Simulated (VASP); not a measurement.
# Au (P6_3/mmc) in VASP: a series of runs

Au is run at these levels: PBEsol; tasks: electric field gradients.

All numbers are computed with VASP 6.6.1; they aren't measurements. Logs are shortened: lines on timing, memory, paths and dates and some standing lists are left out, and cuts for length are marked.

## (1) The cell of the first run

It takes space group P6_3/mmc (No. 194, hexagonal). The conventional cell has a = 2.900 Å, b = 2.900 Å, c = 4.929 Å, α = 90.00°, β = 90.00°, γ = 120.00°. Within 3.8 Å of Au (site symmetry -6m2) lie 12 Au at 2.90 to 2.98 Å.

## (2) Electric field gradients, PBEsol (zz strain of +1 %)

Input file INCAR:

```
SYSTEM = Au
ALGO = Normal
EDIFF = 1E-8
ENCUT = 520
GGA = PS
ISIF = 2
ISMEAR = -1
LASPH = .TRUE.
LCHARG = .FALSE.
LEFG = .TRUE.
LREAL = .FALSE.
LWAVE = .FALSE.
NBANDS = 18
NELM = 100
PREC = Accurate
SIGMA = 0.03
```

Input file KPOINTS:

```
k-points
0
G
  14 14 8
  0 0 0
```

Input file POSCAR:

```
Au
1.0
    2.8999984104      0.0000000000      0.0000000000
   -1.4499992052      2.5114722944      0.0000000000
    0.0000000000      0.0000000000      4.9288000000
Au
2
Direct
    0.3333333333      0.6666666667      0.7500000000
    0.6666666667      0.3333333333      0.2500000000
```

Potentials or basis: VASP PAW PBE potentials, release 64 (Au).

The run is started by

```sh
cat potpaw_PBE.64/Au/POTCAR > POTCAR
mpirun -np 1 vasp_std > vasp.out
```

OUTCAR:

```text
SYSTEM = Au
   EDIFF = 1E-8
   ENCUT = 520
   GGA = PS
   ISIF = 2
   ISMEAR = -1
   LASPH = .TRUE.
   LREAL = .FALSE.
   NELM = 100
   PREC = Accurate

 ion  position               nearest neighbor table
   1  0.333  0.667  0.750-   2 2.98   2 2.98   2 2.98   2 2.98   2 2.98   2 2.98
   2  0.667  0.333  0.250-   1 2.98   1 2.98   1 2.98   1 2.98   1 2.98   1 2.98

  LATTYP: Found a hexagonal cell.
 ALAT       =     2.8999984104
 C/A-ratio  =     1.6995871385

  Lattice vectors:

 A1 = (   2.8999984104,   0.0000000000,   0.0000000000)
 A2 = (  -1.4499992052,   2.5114722944,   0.0000000000)
 A3 = (   0.0000000000,   0.0000000000,   4.9288000000)

Analysis of symmetry for initial positions (statically):
=====================================================================
 Subroutine PRICEL returns:
 Original cell was already a primitive cell.

 Routine SETGRP: Setting up the symmetry group for a
 hexagonal supercell.

 Subroutine GETGRP returns: Found 24 space group operations
 (whereof 12 operations were pure point group operations)
 out of a pool of 24 trial point group operations.

The static configuration has the point symmetry D_3d.
 The point group associated with its full space group is D_6h.

Analysis of symmetry for dynamics (positions and initial velocities):
=====================================================================
 Subroutine PRICEL returns:
 Original cell was already a primitive cell.

 Routine SETGRP: Setting up the symmetry group for a
 hexagonal supercell.

 Subroutine GETGRP returns: Found 24 space group operations
 (whereof 12 operations were pure point group operations)
 out of a pool of 24 trial point group operations.

The dynamic configuration has the point symmetry D_3d.
 The point group associated with its full space group is D_6h.

 Subroutine INISYM returns: Found 24 space group operations
 (whereof 12 operations are pure point group operations),
 and found     1 'primitive' translations

----------------------------------------------------------------------------------------

                                     Primitive cell

  volume of cell :      35.8978

  direct lattice vectors                    reciprocal lattice vectors
     2.899998410  0.000000000  0.000000000     0.344827775  0.199086409  0.000000000
    -1.449999205  2.511472294  0.000000000     0.000000000  0.398172818  0.000000000
     0.000000000  0.000000000  4.928800000     0.000000000  0.000000000  0.202889141

  length of vectors
     2.899998410  2.899998410  4.928800000     0.398172818  0.398172818  0.202889141

  position of ions in fractional coordinates (direct lattice)
     0.333333333  0.666666667  0.750000000
     0.666666667  0.333333333  0.250000000

  ion indices of the primitive-cell ions
   primitive index   ion index
                 1           1
                 2           2

----------------------------------------------------------------------------------------

 KPOINTS: k-points

Automatic generation of k-mesh.
 Grid dimensions read from file:
 generate k-points for:   14   14    8

 Generating k-lattice:

  Cartesian coordinates                     Fractional coordinates (reciprocal lattice)
     0.024630555  0.014220458  0.000000000     0.071428571  0.000000000  0.000000000
     0.000000000  0.028440916  0.000000000     0.000000000  0.071428571  0.000000000
     0.000000000  0.000000000  0.025361143     0.000000000  0.000000000  0.125000000

  Length of vectors
     0.028440916  0.028440916  0.025361143

  Shift w.r.t. Gamma in fractional coordinates (k-lattice)
     0.000000000  0.000000000  0.000000000

 Subroutine IBZKPT returns following result:
 ===========================================

 Found    120 irreducible k-points:

 Following reciprocal coordinates:
            Coordinates               Weight
  0.000000  0.000000  0.000000      1.000000
  0.071429  0.000000  0.000000      6.000000
  0.142857  0.000000  0.000000      6.000000
  0.214286  0.000000  0.000000      6.000000
  0.285714  0.000000  0.000000      6.000000
  0.357143  0.000000  0.000000      6.000000
[... 16 lines left out ...]
  0.285714  0.285714  0.000000      6.000000
  0.357143  0.285714  0.000000      6.000000
 [... further k-points ...]
   k-points           NKPTS =    120   k-points in BZ     NKDIM =    120   number of bands    NBANDS=     18
   number of dos      NEDOS =    301   number of ions     NIONS =      2
   total plane-waves  NPLWV =  23040
   dimension x,y,z NGX =    24 NGY =   24 NGZ =   40
   dimension x,y,z NGXF=    48 NGYF=   48 NGZF=   80
   ions per type =               2
   NGX,Y,Z   is equivalent  to a cutoff of  13.76, 13.76, 13.49 a.u.
   NGXF,Y,Z  is equivalent  to a cutoff of  27.52, 27.52, 26.98 a.u.
 SYSTEM =  Au
   PREC   = accura    normal or accurate (medium, high low for compatibility)
   ISTART =      0    job   : 0-new  1-cont  2-samecut
   ICHARG =      2    charge: 1-file 2-atom 10-const
   ISPIN  =      1    spin polarized calculation?
   LNONCOLLINEAR =      F non collinear calculations
   LSORBIT =      F    spin-orbit coupling
   LASPH  =      T    aspherical Exc in radial PAW
   ENCUT  =  520.0 eV  38.22 Ry    6.18 a.u.   5.39  5.39  9.16*2*pi/ulx,y,z
   NELM   =    100;   NELMIN=  2; NELMDL= -5     # of ELM steps
   EDIFF  = 0.1E-07   stopping-criterion for ELM
   LREAL  =      F    real-space projection
   EDIFFG = 0.1E-06   stopping-criterion for IOM
   NSW    =      0    number of steps for IOM
   IBRION =     -1    ionic relax: 0-MD 1-quasi-New 2-CG
   NFREE  =      0    steps in history (QN), initial steepest desc. (CG)
   ISIF   =      2    stress and relaxation
   ISYM   =      2    0-nonsym 1-usesym 2-fastsym
   POTIM  = 0.5000    time-step for ionic-motion
   TEBEG  =    0.0;   TEEND  =   0.0 temperature during run
   PSTRESS=    0.0 pullay stress
   NELECT =      22.0000    total number of electrons
   NUPDOWN=      -1.0000    fix difference up-down
   EMIN   =  10.00;   EMAX   =-10.00  energy-range for DOS
   EFERMI =   0.00;   METHOD = LEGACY
   ISMEAR =    -1;   SIGMA  =   0.03  broadening in eV -4-tet -1-fermi 0-gaus
   EFERMI_NEDOS =   21; number of points for ismear=-14 and -15
   IALGO  =     38    algorithm
   IMIX   =      4    mixing-type and parameters
     AMIX     =   0.40;   BMIX     =  1.00
     AMIX_MAG =   1.60;   BMIX_MAG =  1.00
  volume/ion in A,a.u.               =      17.95       121.13
  Fermi-wavevector in a.u.,A,eV,Ry     =   1.390571  2.627799 26.309431  1.933689
  Thomas-Fermi vector in A             =   2.514494
   LORBIT       =      0    0 simple, 1 ext, 2 COOP (PROOUT), +10 PAW based schemes
   GGA     = PS    functional components
   LHFCALC =     F    Hartree Fock is set to
   AEXX    =    0.0000 exact exchange contribution
   IVDW    =     0    specifies the selected vdW correction
   LEPSILON=     F    determine dielectric tensor
   LRPA    =     F    only Hartree local field effects (RPA)
 non-spin polarized calculation
  energy-cutoff  :      520.00
  volume of cell :       35.90
 maximum number of plane-waves:      1002
 NGX is ok and might be reduce to    24
   NGX = 11   NGY = 11   NGZ = 19

 number of electron      22.0000002 magnetization

 Free energy of the ion-electron system (eV)
  ---------------------------------------------------
  ext. energy  EPLUGINS =         0.00000000
  ---------------------------------------------------
  free energy    TOTEN  =        -7.77547722 eV

  energy without entropy =       -7.77159088  energy(sigma->0) =       -7.77353405

 E-fermi :   8.4226     XC(G=0): -12.5775

 val. band max:        8.4172460629   @ k =   0.4286   0.0714   0.2500
 cond. band min:       8.4370429079   @ k =   0.3571   0.1429   0.2500
 fundamental gap:      0.0197968450
 Fermi energy:         8.4225939017

 k-point     1 :       0.0000    0.0000    0.0000
  band No.  band energies     occupation
      1      -0.9485      2.00000
      2       1.4350      2.00000
      3       3.8016      2.00000
      4       4.1167      2.00000
      5       4.1167      2.00000
      6       4.3887      2.00000
[... 10 lines left out ...]
     17      26.5692      0.00000
     18      26.5692      0.00000

 k-point     2 :       0.0714    0.0000    0.0000
  band No.  band energies     occupation
      1      -0.7917      2.00000
      2       1.5661      2.00000
      3       3.7702      2.00000
      4       4.1377      2.00000
      5       4.2189      2.00000
      6       4.3346      2.00000
[... 10 lines left out ...]
     17      25.7297      0.00000
     18      26.0759      0.00000
[... 442 lines left out ...]
 k-point    24 :       0.3571    0.2857    0.0000
  band No.  band energies     occupation
      1       2.6818      2.00000
      2       3.0775      2.00000
      3       3.1220      2.00000
      4       3.7203      2.00000
      5       3.9546      2.00000
      6       4.0670      2.00000
[... 10 lines left out ...]
     17      19.1296      0.00000
     18      19.3465      0.00000

 [... further k-points ...]
[... 5 lines left out ...]
  --------------------------------------------------------------------------------------
  -------------------------------------------------------------------------------------
  Total       -1.7257529     -1.7257529     -1.7470097      0.0000000     -0.0000000      0.0000000
  in kB      -77.0232509    -77.0232509    -77.9719788      0.0000000     -0.0000000      0.0000000
  external PRESSURE =     -77.3394935 kB  Pullay stress =       0.0000000 kB

 VOLUME and BASIS-vectors are now :
 -----------------------------------------------------------------------------
  energy-cutoff  :      520.00
  volume of cell :       35.90
      direct lattice vectors                 reciprocal lattice vectors
     2.899998410  0.000000000  0.000000000     0.344827775  0.199086409  0.000000000
    -1.449999205  2.511472294  0.000000000     0.000000000  0.398172818  0.000000000
     0.000000000  0.000000000  4.928800000     0.000000000  0.000000000  0.202889141

 POSITION                                       TOTAL-FORCE (eV/Angst)
 -----------------------------------------------------------------------------------
     -0.00000      1.67431      3.69660        -0.000000      0.000000      0.000000
      1.45000      0.83716      1.23220         0.000000     -0.000000      0.000000
 -----------------------------------------------------------------------------------
    total drift:                               -0.000000      0.000000     -0.000000

  FREE ENERGIE OF THE ION-ELECTRON SYSTEM (eV)
  ---------------------------------------------------
  free  energy   TOTEN  =        -7.7754772152 eV

  energy  without entropy=       -7.7715908849  energy(sigma->0) =       -7.77353405

 Electric field gradients (V/A^2)
---------------------------------------------------------------------
 ion       V_xx      V_yy      V_zz      V_xy      V_xz      V_yz
---------------------------------------------------------------------
   1     -11.584   -11.584    23.168    -0.000     0.000    -0.000
   2     -11.584   -11.584    23.168    -0.000    -0.000     0.000
---------------------------------------------------------------------

 Electric field gradients after diagonalization (V/A^2)
 (convention: |V_zz| > |V_xx| > |V_yy|)
----------------------------------------------------------------------
 ion       V_xx      V_yy      V_zz     asymmetry (V_yy - V_xx)/ V_zz
----------------------------------------------------------------------
   1     -11.584   -11.584    23.168       0.000
   2     -11.584   -11.584    23.168       0.000
----------------------------------------------------------------------

           NMR quadrupolar parameters

 Cq : quadrupolar parameter    Cq=e*Q*V_zz/h
 eta: asymmetry parameters     (V_yy - V_xx)/ V_zz
 Q  : nuclear electric quadrupole moment in mb (millibarn)
----------------------------------------------------------------------
 ion       Cq(MHz)       eta       Q (mb)
----------------------------------------------------------------------
   1       0.056       0.000       1.000
   2       0.056       0.000       1.000
----------------------------------------------------------------------
```

Wall time 40 s (1 thread of AMD EPYC 9R45 (Zen 5), shared host); peak memory 0.17 GiB.

What came out:

```
Free energy            : -7.7755 eV
Pressure               : -7.7 GPa
Band gap on the k mesh : zero (band 11 reaches 12.17 eV, above the bottom of band 12 at 5.90 eV)
```

Stress tensor (GPa, compression positive):
```
-7.70  0.00  0.00
 0.00 -7.70  0.00
 0.00  0.00 -7.80
```

Levels at points of the mesh, in eV from the Fermi level:
```tsv
k point	band 8	band 9	band 10	band 11	band 12	band 13	band 14	band 15
(0.00, 0.00, 0.00)	-3.31	-3.31	-2.11	-2.11	-1.03	2.29	14.65	15.43
(0.50, 0.00, 0.00)	-1.92	-1.78	-1.63	0.39	1.51	5.50	6.90	7.02
(0.00, 0.00, 0.50)	-4.33	-2.52	-2.52	-2.52	-2.52	10.00	10.00	14.93
(0.50, 0.00, 0.50)	-2.31	-1.69	-1.69	0.54	0.54	3.72	3.72	12.79
```

Electric field gradients, principal values (V/Å²):
```
atom    least   middle  greatest (by size)
1 Au  -11.584  -11.584              23.168
2 Au  -11.584  -11.584              23.168
```

Caveat: the cell differs from its parent crystal (zz strain of +1 %); without QUAD_EFG the Cq values of the log hold for a quadrupole moment of 1 mb, not for the nuclei; the PAW data sets were made with another functional, which shifts forces and pressure a little; spin-orbit coupling is left out, which moves the levels of the heavy elements.

[end of part 1 of 3]
